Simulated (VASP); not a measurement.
A run of VASP 6.6.1 is set up as follows.

File INCAR:

```
ALGO     = Normal         # electronic algorithm
EDIFF    = 1E-7           # SCF threshold, eV
ENCUT    = 520            # plane-wave cutoff, eV
GGA      = RE             # functional
ISIF     = 2              # what is computed and relaxed
ISMEAR   = -1             # smearing method
LASPH    = True           # aspherical terms in the spheres
LCHARG   = False          # write CHGCAR
LREAL    = False          # projectors in reciprocal space
LWAVE    = False          # write WAVECAR
NBANDS   = 16             # bands
NELM     = 60             # most SCF steps
PREC     = Accurate       # precision mode
SIGMA    = 0.05           # smearing width, eV
```

Contents of KPOINTS:

```
k-points
0
Gamma
  7 7 6
```

The input POSCAR:

```
Se
1.0
    4.3071900636      0.0000000000      0.0000000000
   -2.1535950318      3.7301360140      0.0000000000
    0.0000000000      0.0000000000      4.8866512526
Se
3
Direct
    0.7746000000      0.7746000000      0.0000000000
    0.0000000000      0.2254000000      0.6666666667
    0.2254000000      0.0000000000      0.3333333333
```

Potentials or basis: VASP PAW PBE potentials, release 64 (Se).

Command:

```bash
$ cat potpaw_PBE.64/Se/POTCAR > POTCAR
$ mpirun -np 1 vasp_std > vasp.out
```

(1) Predict the band gap on the k mesh.

(2) What does it give for the pressure?

(3) Predict the largest force.

Results:

(1) 1.23 eV (least direct gap 1.55 eV).

(2) 7.0 GPa.

(3) 0.879 eV/Å.

Caveat: the cell stands under pressure; the PAW data sets were made with another functional, which shifts forces and pressure a little.
